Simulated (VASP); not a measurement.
Runs of VASP 6.6.1 on W. The structure is that of space group Im-3m (No. 229), or close to it. The cells are those of the table. 

```csv
cell,gap on the mesh (eV),pressure (GPa)
"a = 2.759 Å, angles 109.5°, 1 atom",none,-0.2
"a = 2.741 Å, angles 109.5°, 1 atom",none,(b)
"a = 2.777 Å, angles 109.5°, 1 atom",none,(a)
"a = 2.685 Å, angles 109.5°, 1 atom",none,29.4
"a = 2.704 Å, angles 109.5°, 1 atom",none,20.8
```

Alike in all rows: task single point; level PBE; potentials or basis VASP PAW PBE potentials, release 64 (W_sv); no spin polarisation; k mesh 13 × 13 × 13; cutoff (eV) 520; smearing fermi-dirac 0.15 eV.

Q: Estimate the missing entries.

A: (a) -5.9; (b) 6.1.

Caveats: spin-orbit coupling is left out, which moves the levels of the heavy elements.

A k mesh can miss the band edges, and the runs leave out spin-orbit coupling on W.

A gap of «none» marks levels without a gap at the run's occupations.
